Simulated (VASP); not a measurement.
# Sc (P6_3/mmc) in VASP: single point with PBEsol

Aim: the single point of Sc with PBEsol.

Everything below comes from runs of VASP 6.6.1. Logs are shortened: lines on timing, memory, paths and dates and some standing lists are left out, and cuts for length are marked.

**1. The cell of the first run**

Symmetry: P6_3/mmc, No. 194, hexagonal system. Conventional cell: a = 3.276 Å, b = 3.276 Å, c = 5.088 Å, α = 90.00°, β = 90.00°, γ = 120.00°. Sc (site symmetry -6m2) has 12 Sc at 3.17 to 3.28 Å within 4.2 Å.

**2. Single point, PBEsol, collinear spin**

Input file INCAR:

```
SYSTEM = Sc
PREC = Accurate
ENCUT = 520
EDIFF = 1E-6
ISMEAR = -1
SIGMA = 0.05
LREAL = .FALSE.
LASPH = .TRUE.
NELM = 150
ALGO = Normal
ISIF = 2
LWAVE = .FALSE.
LCHARG = .FALSE.
ISPIN = 2
MAGMOM = 1 1
LORBIT = 11
LMAXMIX = 4
GGA = PS
NBANDS = 22
```

Input file KPOINTS:

```
Automatic mesh
0
G
  11 11 6
  0 0 0
```

Input file POSCAR:

```
Sc
1.0
    3.2756562292      0.0000000000      0.0000000000
   -1.6378281146      2.8368015086      0.0000000000
    0.0000000000      0.0000000000      5.0878861516
Sc
2
Direct
    0.3333333333      0.6666666667      0.2500000000
    0.6666666667      0.3333333333      0.7500000000
```

Potentials or basis: VASP PAW PBE potentials, release 64 (Sc_sv).

Launch:

```bash
$ cat potpaw_PBE.64/Sc_sv/POTCAR > POTCAR
$ mpirun -np 1 vasp_std > vasp.out
```

OUTCAR:

```text
SYSTEM = Sc
   PREC = Accurate
   ENCUT = 520
   EDIFF = 1E-6
   ISMEAR = -1
   LREAL = .FALSE.
   LASPH = .TRUE.
   NELM = 150
   ISIF = 2
   ISPIN = 2
   LORBIT = 11
   GGA = PS

 ion  position               nearest neighbor table
   1  0.333  0.667  0.250-   2 3.17   2 3.17   2 3.17   2 3.17   2 3.17   2 3.17
   2  0.667  0.333  0.750-   1 3.17   1 3.17   1 3.17   1 3.17   1 3.17   1 3.17

  LATTYP: Found a hexagonal cell.
 ALAT       =     3.2756562292
 C/A-ratio  =     1.5532417921

  Lattice vectors:

 A1 = (   3.2756562292,   0.0000000000,   0.0000000000)
 A2 = (  -1.6378281146,   2.8368015086,   0.0000000000)
 A3 = (   0.0000000000,   0.0000000000,   5.0878861516)

Analysis of symmetry for initial positions (statically):
=====================================================================
 Subroutine PRICEL returns:
 Original cell was already a primitive cell.

 Routine SETGRP: Setting up the symmetry group for a
 hexagonal supercell.

 Subroutine GETGRP returns: Found 24 space group operations
 (whereof 12 operations were pure point group operations)
 out of a pool of 24 trial point group operations.

The static configuration has the point symmetry D_3d.
 The point group associated with its full space group is D_6h.

Analysis of symmetry for dynamics (positions and initial velocities):
=====================================================================
 Subroutine PRICEL returns:
 Original cell was already a primitive cell.

 Routine SETGRP: Setting up the symmetry group for a
 hexagonal supercell.

 Subroutine GETGRP returns: Found 24 space group operations
 (whereof 12 operations were pure point group operations)
 out of a pool of 24 trial point group operations.

The dynamic configuration has the point symmetry D_3d.
 The point group associated with its full space group is D_6h.

Analysis of structural, dynamic, and magnetic symmetry:
=====================================================================
 Subroutine PRICEL returns:
 Original cell was already a primitive cell.

 Routine SETGRP: Setting up the symmetry group for a
 hexagonal supercell.

 Subroutine GETGRP returns: Found 24 space group operations
 (whereof 12 operations were pure point group operations)
 out of a pool of 24 trial point group operations.

The overall configuration has the point symmetry D_3d.
 The point group associated with its full space group is D_6h.

 Subroutine INISYM returns: Found 24 space group operations
 (whereof 12 operations are pure point group operations),
 and found     1 'primitive' translations

----------------------------------------------------------------------------------------

                                     Primitive cell

  volume of cell :      47.2786

  direct lattice vectors                    reciprocal lattice vectors
     3.275656229  0.000000000  0.000000000     0.305282340  0.176254841  0.000000000
    -1.637828115  2.836801509  0.000000000     0.000000000  0.352509683  0.000000000
     0.000000000  0.000000000  5.087886152     0.000000000  0.000000000  0.196545278

  length of vectors
     3.275656229  3.275656229  5.087886152     0.352509683  0.352509683  0.196545278

  position of ions in fractional coordinates (direct lattice)
     0.333333333  0.666666667  0.250000000
     0.666666667  0.333333333  0.750000000

  ion indices of the primitive-cell ions
   primitive index   ion index
                 1           1
                 2           2

----------------------------------------------------------------------------------------

 KPOINTS: Automatic mesh

Automatic generation of k-mesh.
 Grid dimensions read from file:
 generate k-points for:   11   11    6

 Generating k-lattice:

  Cartesian coordinates                     Fractional coordinates (reciprocal lattice)
     0.027752940  0.016023167  0.000000000     0.090909091  0.000000000  0.000000000
     0.000000000  0.032046335  0.000000000     0.000000000  0.090909091  0.000000000
     0.000000000  0.000000000  0.032757546     0.000000000  0.000000000  0.166666667

  Length of vectors
     0.032046335  0.032046335  0.032757546

  Shift w.r.t. Gamma in fractional coordinates (k-lattice)
     0.000000000  0.000000000  0.000000000

 Subroutine IBZKPT returns following result:
 ===========================================

 Found     64 irreducible k-points:

 Following reciprocal coordinates:
            Coordinates               Weight
  0.000000  0.000000  0.000000      1.000000
  0.090909 -0.000000  0.000000      6.000000
  0.181818 -0.000000  0.000000      6.000000
  0.272727 -0.000000  0.000000      6.000000
  0.363636  0.000000  0.000000      6.000000
  0.454545 -0.000000  0.000000      6.000000
[... 16 lines left out ...]
  0.090909  0.090909  0.166667     12.000000
  0.181818  0.090909  0.166667     24.000000
 [... further k-points ...]
   k-points           NKPTS =     64   k-points in BZ     NKDIM =     64   number of bands    NBANDS=     22
   number of dos      NEDOS =    301   number of ions     NIONS =      2
   total plane-waves  NPLWV =  23040
   dimension x,y,z NGX =    24 NGY =   24 NGZ =   40
   dimension x,y,z NGXF=    48 NGYF=   48 NGZF=   80
   ions per type =               2
   NGX,Y,Z   is equivalent  to a cutoff of  12.18, 12.18, 13.07 a.u.
   NGXF,Y,Z  is equivalent  to a cutoff of  24.36, 24.36, 26.14 a.u.
 SYSTEM =  Sc
   PREC   = accura    normal or accurate (medium, high low for compatibility)
   ISTART =      0    job   : 0-new  1-cont  2-samecut
   ICHARG =      2    charge: 1-file 2-atom 10-const
   ISPIN  =      2    spin polarized calculation?
   LNONCOLLINEAR =      F non collinear calculations
   LSORBIT =      F    spin-orbit coupling
   LASPH  =      T    aspherical Exc in radial PAW
   ENCUT  =  520.0 eV  38.22 Ry    6.18 a.u.   6.09  6.09  9.46*2*pi/ulx,y,z
   NELM   =    150;   NELMIN=  2; NELMDL= -5     # of ELM steps
   EDIFF  = 0.1E-05   stopping-criterion for ELM
   LREAL  =      F    real-space projection
   EDIFFG = 0.1E-04   stopping-criterion for IOM
   NSW    =      0    number of steps for IOM
   IBRION =     -1    ionic relax: 0-MD 1-quasi-New 2-CG
   NFREE  =      0    steps in history (QN), initial steepest desc. (CG)
   ISIF   =      2    stress and relaxation
   ISYM   =      2    0-nonsym 1-usesym 2-fastsym
   POTIM  = 0.5000    time-step for ionic-motion
   TEBEG  =    0.0;   TEEND  =   0.0 temperature during run
   PSTRESS=    0.0 pullay stress
   NELECT =      22.0000    total number of electrons
   NUPDOWN=      -1.0000    fix difference up-down
   EMIN   =  10.00;   EMAX   =-10.00  energy-range for DOS
   EFERMI =   0.00;   METHOD = LEGACY
   ISMEAR =    -1;   SIGMA  =   0.05  broadening in eV -4-tet -1-fermi 0-gaus
   EFERMI_NEDOS =   21; number of points for ismear=-14 and -15
   IALGO  =     38    algorithm
   IMIX   =      4    mixing-type and parameters
     AMIX     =   0.40;   BMIX     =  1.00
     AMIX_MAG =   1.60;   BMIX_MAG =  1.00
  volume/ion in A,a.u.               =      23.64       159.53
  Fermi-wavevector in a.u.,A,eV,Ry     =   1.268608  2.397322 21.896763  1.609367
  Thomas-Fermi vector in A             =   2.401694
   LORBIT       =     11    0 simple, 1 ext, 2 COOP (PROOUT), +10 PAW based schemes
   GGA     = PS    functional components
   LHFCALC =     F    Hartree Fock is set to
   AEXX    =    0.0000 exact exchange contribution
   IVDW    =     0    specifies the selected vdW correction
   LEPSILON=     F    determine dielectric tensor
   LRPA    =     F    only Hartree local field effects (RPA)
 spin polarized calculation
  energy-cutoff  :      520.00
  volume of cell :       47.28
 maximum number of plane-waves:      1296
   NGX = 13   NGY = 13   NGZ = 19

 number of electron      22.0000008 magnetization       0.0007117

 Free energy of the ion-electron system (eV)
  ---------------------------------------------------
  ext. energy  EPLUGINS =         0.00000000
  ---------------------------------------------------
  free energy    TOTEN  =       -13.22751686 eV

  energy without entropy =      -13.19666290  energy(sigma->0) =      -13.21208988

 E-fermi :   3.8179     XC(G=0): -10.1614

 val. band max:        3.8044072128   @ k =   0.2727  -0.0000   0.3333
 cond. band min:       3.8357370102   @ k =   0.3636   0.1818   0.3333
 fundamental gap:      0.0313297974
 Fermi energy:         3.8179136742

 spin component 1

 k-point     1 :       0.0000    0.0000    0.0000
  band No.  band energies     occupation
      1     -45.2766      1.00000
      2     -45.1889      1.00000
      3     -24.2386      1.00000
      4     -23.8384      1.00000
      5     -23.8384      1.00000
      6     -23.7601      1.00000
[... 14 lines left out ...]
     21      11.2819      0.00000
     22      16.0293      0.00000

 k-point     2 :       0.0909   -0.0000    0.0000
  band No.  band energies     occupation
      1     -45.2719      1.00000
      2     -45.1874      1.00000
      3     -24.2260      1.00000
      4     -23.8621      1.00000
      5     -23.8467      1.00000
      6     -23.7852      1.00000
[... 14 lines left out ...]
     21      11.2594      0.00000
     22      16.0051      0.00000

 k-point     3 :       0.1818   -0.0000    0.0000
  band No.  band energies     occupation
      1     -45.2590      1.00000
      2     -45.1836      1.00000
      3     -24.1903      1.00000
      4     -23.9263      1.00000
      5     -23.8682      1.00000
      6     -23.8507      1.00000
[... 14 lines left out ...]
     21      11.1901      0.00000
     22      14.7208      0.00000
[... 476 lines left out ...]
 k-point    23 :       0.0909    0.0909    0.1667
  band No.  band energies     occupation
      1     -45.2579      1.00000
      2     -45.1900      1.00000
      3     -24.1768      1.00000
      4     -23.8910      1.00000
      5     -23.8727      1.00000
      6     -23.8385      1.00000
[... 14 lines left out ...]
     21      11.9751      0.00000
     22      15.5324      0.00000

 k-point    24 :       0.1818    0.0909    0.1667
  band No.  band energies     occupation
      1     -45.2433      1.00000
      2     -45.1855      1.00000
      3     -24.1465      1.00000
      4     -23.9555      1.00000
      5     -23.9337      1.00000
      6     -23.8735      1.00000
[... 14 lines left out ...]
     21      12.0787      0.00000
     22      13.9197      0.00000

 [... further k-points ...]

 spin component 2

 k-point     1 :       0.0000    0.0000    0.0000
  band No.  band energies     occupation
      1     -45.2764      1.00000
      2     -45.1887      1.00000
      3     -24.2385      1.00000
      4     -23.8382      1.00000
      5     -23.8382      1.00000
      6     -23.7599      1.00000
[... 14 lines left out ...]
     21      11.2821      0.00000
     22      16.0298      0.00000

 k-point     2 :       0.0909   -0.0000    0.0000
  band No.  band energies     occupation
      1     -45.2717      1.00000
      2     -45.1872      1.00000
      3     -24.2259      1.00000
      4     -23.8619      1.00000
      5     -23.8465      1.00000
      6     -23.7850      1.00000
[... 14 lines left out ...]
     21      11.2596      0.00000
     22      16.0056      0.00000

 k-point     3 :       0.1818   -0.0000    0.0000
  band No.  band energies     occupation
      1     -45.2589      1.00000
      2     -45.1835      1.00000
      3     -24.1902      1.00000
      4     -23.9261      1.00000
      5     -23.8680      1.00000
      6     -23.8505      1.00000
[... 14 lines left out ...]
     21      11.1903      0.00000
     22      14.7211      0.00000
[... 476 lines left out ...]
 k-point    23 :       0.0909    0.0909    0.1667
  band No.  band energies     occupation
      1     -45.2578      1.00000
      2     -45.1899      1.00000
      3     -24.1768      1.00000
      4     -23.8909      1.00000
      5     -23.8725      1.00000
      6     -23.8384      1.00000
[... 14 lines left out ...]
     21      11.9753      0.00000
     22      15.5328      0.00000

 k-point    24 :       0.1818    0.0909    0.1667
  band No.  band energies     occupation
      1     -45.2431      1.00000
      2     -45.1853      1.00000
      3     -24.1464      1.00000
      4     -23.9553      1.00000
      5     -23.9335      1.00000
      6     -23.8734      1.00000
[... 14 lines left out ...]
     21      12.0789      0.00000
     22      13.9200      0.00000

 [... further k-points ...]

------------------------ aborting loop because EDIFF is reached ----------------------------------------

  FORCE on cell =-STRESS in cart. coord.  units (eV):
  Direction    XX          YY          ZZ          XY          YZ          ZX
  --------------------------------------------------------------------------------------
  -------------------------------------------------------------------------------------
  Total        0.0039002      0.0039002      0.0046610      0.0000000     -0.0000000      0.0000000
  in kB        0.1321696      0.1321696      0.1579525      0.0000000     -0.0000000      0.0000000
  external PRESSURE =       0.1407639 kB  Pullay stress =       0.0000000 kB

 VOLUME and BASIS-vectors are now :
 -----------------------------------------------------------------------------
  energy-cutoff  :      520.00
  volume of cell :       47.28
      direct lattice vectors                 reciprocal lattice vectors
     3.275656229  0.000000000  0.000000000     0.305282340  0.176254841  0.000000000
    -1.637828115  2.836801509  0.000000000     0.000000000  0.352509683  0.000000000
     0.000000000  0.000000000  5.087886152     0.000000000  0.000000000  0.196545278

 POSITION                                       TOTAL-FORCE (eV/Angst)
 -----------------------------------------------------------------------------------
     -0.00000      1.89120      1.27197         0.000000      0.000000      0.000000
      1.63783      0.94560      3.81591        -0.000000     -0.000000      0.000000
 -----------------------------------------------------------------------------------
    total drift:                               -0.000000      0.000000     -0.000000

  FREE ENERGIE OF THE ION-ELECTRON SYSTEM (eV)
  ---------------------------------------------------
  free  energy   TOTEN  =       -13.2275168595 eV

  energy  without entropy=      -13.1966629016  energy(sigma->0) =      -13.21208988

 total charge

# of ion       s       p       d       tot
------------------------------------------
    1        2.285   6.109   1.034   9.427
    2        2.285   6.109   1.034   9.427
--------------------------------------------------
tot          4.569  12.219   2.067  18.855

 magnetization (x)

# of ion       s       p       d       tot
------------------------------------------
    1        0.000   0.000   0.000   0.000
    2        0.000   0.000   0.000   0.000
--------------------------------------------------
tot          0.000   0.000   0.000   0.000
```

It took 3.4 min on 1 thread of Oxide Virtual Turin-like, shared host; peak memory 0.2 GiB.

What came out:

| Property | Result |
| --- | --- |
| Free energy | -13.2275 eV |
| Pressure | 0.0 GPa |
| Band gap on the k mesh | zero (filled and empty bands overlap) |
| Net moment | 0.00 μB per cell |
| Valence electrons inside the program's atomic spheres | Sc 9.43 |

Caveat: the PAW data sets were made with another functional, which shifts forces and pressure a little.

The gap in the log of VASP goes by the Fermi energy; the results here count the filled bands.